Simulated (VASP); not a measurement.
Runs of VASP 6.6.1 on CeO2. The structure is that of space group Fm-3m (No. 225), or close to it. The cells are those of the table. 

| level | cell | gap on the mesh (eV) | pressure (GPa) |
| --- | --- | --- | --- |
| PBEsol+D3(BJ) | a = 3.771 Å, angles 60.0°, 3 atoms | 2.08 | 4.2 |
| revPBE | a = 3.833 Å, angles 60.0°, 3 atoms | 1.94 | 7.3 |
| revPBE | a = 3.936 Å, angles 60.0°, 3 atoms | (b) | -5.9 |
| revPBE | a = 3.885 Å, angles 60.0°, 3 atoms | 1.83 | 0.0 |
| revPBE+D4 | a = 3.815 Å, angles 60.0°, 3 atoms | 1.99 | 3.7 |
| PBEsol+D3(BJ) | a = 3.821 Å, angles 60.0°, 3 atoms | 1.96 | -3.8 |
| revPBE+D4 | a = 3.866 Å, angles 60.0°, 3 atoms | 1.87 | -3.4 |
| revPBE | a = 3.825 Å, angles 60.0°, 3 atoms | 1.96 | 8.5 |
| r2SCAN+D4 | a = 3.785 Å, angles 60.0°, 3 atoms | 2.32 | 8.4 |
| revPBE | a = 3.896 Å, angles 60.0°, 3 atoms | 1.80 | -1.3 |
| PBEsol+D3(BJ) | a = 3.825 Å, angles 60.0°, 3 atoms | 1.95 | -4.4 |
| r2SCAN+D4 | a = 3.811 Å, angles 60.0°, 3 atoms | 2.25 | (a) |

Alike in all rows: task single point; potentials or basis VASP PAW PBE potentials, release 64 (Ce, O); no spin polarisation; k mesh 8 × 8 × 8; cutoff (eV) 520; smearing gaussian 0.05 eV.

**Question.** Fill in the values left out.

**Answer.** (a) 3.8; (b) 1.72.

Caveats: the PAW data sets were made with another functional, which shifts forces and pressure a little; spin-orbit coupling is left out, which moves the levels of the heavy elements; semilocal functionals describe open f shells poorly, which spoils levels, moments and volumes; the cell stands under pressure (at least some runs); the cell stands under tension (at least some runs).

A k mesh can miss the band edges, and the runs leave out spin-orbit coupling on Ce.
